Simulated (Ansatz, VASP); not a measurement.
# RbCl in VASP and in Ansatz

The input POSCAR:

```
RbCl
1.0
    0.0000000000      3.3057264139      3.3057264139
    3.3057264139      0.0000000000      3.3057264139
    3.3057264139      3.3057264139      0.0000000000
Rb Cl
1 1
Direct
    0.0000000000      0.0000000000      0.0000000000
    0.5000000000      0.5000000000      0.5000000000
```

INCAR.step1

```
  ALGO = Normal
  EDIFF = 1E-5
  ENCUT = 400
  GGA = PE
  GGA_COMPAT = F
  ISIF = 2
  ISMEAR = 0
  LASPH = T
  LCHARG = F
  LREAL = F
  LWAVE = T
  NBANDS = 15
  NELM = 120
  PREC = Accurate
  SIGMA = 0.01
```

File INCAR.step2:

```
  AEXX = 0.75
  ALGO = Normal
  EDIFF = 1E-6
  ENCUT = 400
  GGA = PE
  GGA_COMPAT = F
  HFSCREEN = 0.1
  ISIF = 2
  ISMEAR = 0
  ISTART = 1
  LASPH = T
  LCHARG = F
  LHFCALC = T
  LREAL = F
  LWAVE = F
  NBANDS = 15
  NELM = 120
  PREC = Accurate
  PRECFOCK = Normal
  SIGMA = 0.01
```

File KPOINTS:

```
k-points
0
Gamma
  4 4 4
```

Input for Ansatz:

```yaml
crystal:
  lattice:
    - [0.0, 3.3057264139, 3.3057264139]
    - [3.3057264139, 0.0, 3.3057264139]
    - [3.3057264139, 3.3057264139, 0.0]
  atoms:
    - { symbol: Rb, position: [0.0, 0.0, 0.0] }
    - { symbol: Cl, position: [0.5, 0.5, 0.5] }
kpoints:
  mp_grid: { grid: [4, 4, 4] }
hamiltonian:
  xc: { exchange: pbe, correlation: pbe, exx: { coeff: 0.75, omega: 0.1 } }
scf:
  occupations: { method: fixed }
  n_extra_bands: 4
output:
  forces: true
  stress: true
  eigenvalues: true
```

Alike in both runs: task single point; functional PBE-based screened hybrid; k mesh 4 × 4 × 4; no spin polarisation.

|  | VASP | Ansatz |
| --- | --- | --- |
| version | VASP 6.6.1 | Ansatz 0.2.0 |
| potentials or method | VASP PAW PBE potentials, release 64 (Rb_sv, Cl) | plane waves |
| plane-wave cutoff (eV) | 400 | 420 |
| occupations | gaussian, width 0.01 eV | fixed |
| valence electrons in the cell | 16 | 16 |

```tsv
	VASP	Ansatz	Ansatz less VASP
gap on the k mesh at the Fermi level (eV)	10.03	10.03	-0.003
pressure (GPa)	-0.3	-0.2	+0.07
```

VASP's potentials were made for PBE, not for PBE-based screened hybrid. Ansatz's warnings: stress exchange threshold loose, stress scf threshold loose.
